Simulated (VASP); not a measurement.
Here is a VASP 6.6.1 calculation.

The input INCAR:

```
SYSTEM = Au
PREC = Accurate
ENCUT = 520
EDIFF = 1E-6
ISMEAR = 0
SIGMA = 0.1
LREAL = .FALSE.
LASPH = .TRUE.
NELM = 60
ALGO = Fast
ISIF = 2
LWAVE = .FALSE.
LCHARG = .FALSE.
GGA = PS
NBANDS = 18
```

KPOINTS

```
regular mesh
0
G
  16 16 16
  0 0 0
```

Contents of POSCAR:

```
Au
1.0
    3.0476179806      0.0000000000      0.0000000000
    0.0000000000      3.2907789897      0.0000000000
    0.0000000000      0.0000000000      3.2907789897
Au
2
Direct
    0.0000000000      0.0000000000      0.0000000000
    0.5000000000      0.5000000000      0.5000000000
```

Potentials or basis: VASP PAW PBE potentials, release 64 (Au).

Launch:

```console
$ cat potpaw_PBE.64/Au/POTCAR > POTCAR
$ mpirun -np 1 vasp_std > vasp.out
```

Estimate the band gap on the k mesh.

zero (band 11 reaches 13.21 eV, above the bottom of band 12 at 7.53 eV).

Predict the pressure.

6.2 GPa.

Stress tensor (GPa, compression positive):
```
5.95 0.00 0.00
0.00 6.27 0.00
0.00 0.00 6.27
```

Caveat: the cell differs from its parent crystal (uniaxial strain along a: -6.0 %); the PAW data sets were made with another functional, which shifts forces and pressure a little; spin-orbit coupling is left out, which moves the levels of the heavy elements.
